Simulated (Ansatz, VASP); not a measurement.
**Mn in VASP and in Ansatz**

The input INCAR:

```
  PREC = Accurate
  ENCUT = 520
  EDIFF = 1E-6
  ISMEAR = -1
  SIGMA = 0.1
  LREAL = F
  LASPH = T
  NELM = 60
  ALGO = Normal
  ISIF = 2
  LWAVE = F
  LCHARG = F
  GGA = PS
  NBANDS = 12
```

File KPOINTS:

```
Automatic mesh
0
Gamma
  16 16 16
```

The input POSCAR:

```
Mn
1.0
    2.1914249592      0.0000000000      0.0000000000
    0.0000000000      2.1914249592      0.0000000000
    0.0000000000      0.0000000000      2.1914249592
Mn
1
Direct
    0.0000000000      0.0000000000      0.0000000000
```

Input for Ansatz:

```yaml
crystal:
  lattice:
    - [2.1914249592, 0.0, 0.0]
    - [0.0, 2.1914249592, 0.0]
    - [0.0, 0.0, 2.1914249592]
  atoms:
    - { symbol: Mn, position: [0.0, 0.0, 0.0] }
hamiltonian:
  xc: pbesol
  pseudopotentials:
    kind: paw
    azcp:
      Mn: "pseudopotentials/Mn.paw.azcp"
basis:
  ecutwfc: 420
  fft_grid_basis: typed
kpoints:
  mp_grid: { grid: [16, 16, 16], shift: [0, 0, 0] }
magnetization:
  spin_polarized: false
scf:
  occupations: { method: fermi_dirac, width: 0.1 }
  lower_state_search: "off"
output:
  stress: true
```

Alike in both runs: task single point; functional PBEsol; k mesh 16 × 16 × 16; occupations fermi-dirac, width 0.1 eV; no spin polarisation.

|  | VASP | Ansatz |
| --- | --- | --- |
| version | VASP 6.6.1 | Ansatz 0.2.0 |
| potentials or method | VASP PAW PBE potentials, release 64 (Mn_pv), cutoff 520 eV | plane waves (420 eV) with PAW, scalar-relativistic |
| valence electrons in the cell | 13 | 15 |

```csv
,VASP,Ansatz,Ansatz less VASP
pressure (GPa),24.1,23.3,-0.84
```

VASP's potentials were made for PBE, not for PBEsol, and Ansatz warns of the same on its side. VASP's potentials hold 13 valence electrons a cell and Ansatz's 15, so a difference there can come from the potentials and not from the codes.
